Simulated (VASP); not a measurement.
BaF2: single point with PBEsol

BaF2:

```
CELL_PARAMETERS angstrom
0.00000 3.06904 3.06904
3.06904 0.00000 3.06904
3.06904 3.06904 0.00000
ATOMIC_POSITIONS crystal
Ba 0.00000 0.00000 0.00000
F 0.25000 0.25000 0.25000
F 0.75000 0.75000 0.75000
```

```yaml
Program: VASP 6.6.1
Task: single point
Functional: PBEsol
Potentials_or_basis: VASP PAW PBE potentials, release 64 (Ba_sv, F_h)
Cutoff: 1350 eV
k_mesh: 6 × 6 × 6
Occupations: gaussian, width 0.02 eV
Spin: no spin polarisation
```

```
Pressure               : 1.2 GPa
Band gap on the k mesh : 6.77 eV (least direct gap 6.85 eV)
```

Levels at points of the mesh, in eV from the valence-band top:
```
           k point  band 8  band 9  band 10  band 11  band 12  band 13  band 14  band 15  band 16  band 17
(0.00, 0.00, 0.00)   -1.61   -1.61    -0.08    -0.08    -0.08     6.77     9.24     9.24    11.59    11.59
(0.50, 0.00, 0.00)   -1.18   -0.70    -0.34    -0.15    -0.15     9.20     9.26     9.26     9.81    11.77
(0.50, 0.50, 0.00)   -0.39   -0.39    -0.30    -0.30    -0.15     7.24     9.07    10.84    12.16    12.16
```

It took 64 s on 1 thread of Intel(R) Xeon(R) Platinum 8375C CPU @ 2.90GHz (Ice Lake), on a shared host, peak memory 0.42 GiB.

Caveat: the PAW data sets were made with another functional, which shifts forces and pressure a little; spin-orbit coupling is left out, which moves the levels of the heavy elements. A k mesh can miss the band edges.
